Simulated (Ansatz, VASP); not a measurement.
One calculation of Si2Ni, two programs

```
Si Ni
1.0
     2.83233    2.83233    0.00000
    -2.83233    2.83233    0.00000
     0.00000    0.00000    5.16973
Si Ni
4 2
Direct
  0.00000 0.50000 0.75000
  0.50000 0.00000 0.75000
  0.50000 0.00000 0.25000
  0.00000 0.50000 0.25000
  0.00000 0.00000 0.00000
  0.50000 0.50000 0.50000
```

Alike in both runs: task single point; functional PBE; k mesh 10 × 10 × 8; no spin polarisation.

|  | VASP | Ansatz |
| --- | --- | --- |
| version | VASP 6.6.1 | Ansatz 0.2.0 |
| potentials or method | VASP PAW PBE potentials, release 64 (Si, Ni), cutoff 520 eV | scalar-relativistic, plane waves, PAW |
| occupations | tetrahedron | tetrahedron-uncorrected |
| valence electrons in the cell | 36 | 52 |

```tsv
	VASP	Ansatz	Ansatz less VASP
gap on the k mesh at the Fermi level (eV)	none	none	-
pressure (GPa)	-3.8	-3.8	+0.02
traceless stress, the component that is largest in VASP (GPa)	3.05	3.24	+0.184
```

A gap of «none» marks a metal or a gap that the smearing closes. VASP's potentials hold 36 valence electrons a cell and Ansatz's 52, so a difference there can come from the potentials and not from the codes. Ansatz's warnings: band table not solved further.
